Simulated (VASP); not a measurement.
A run of VASP 6.6.1 is set up as follows.

INCAR

```
ALGO = Normal ; EDIFF = 1E-7
ENCUT = 520 ; GGA = PE
ISIF = 2 ; ISMEAR = -1
LASPH = True ; LCHARG = False
LREAL = False ; LWAVE = False
NBANDS = 14 ; NELM = 100
PREC = Accurate ; SIGMA = 0.06122561905347299
```

KPOINTS

```
k-points
0
Gamma
  25 25 25
```

The input POSCAR:

```
Rh
1.0
    0.0000000000      1.9154460197      1.9154460197
    1.9154460197      0.0000000000      1.9154460197
    1.9154460197      1.9154460197      0.0000000000
Rh
1
Direct
    0.0000000000      0.0000000000      0.0000000000
```

Potentials or basis: VASP PAW PBE potentials, release 64 (Rh_pv).

Run with:

```sh
$ cat potpaw_PBE.64/Rh_pv/POTCAR > POTCAR
$ mpirun -np 1 vasp_std > vasp.out
```

What does it give for the band gap on the k mesh?

Zero (an odd number of electrons rules out a gap without spin polarisation).

Predict the pressure.

0.0 GPa.
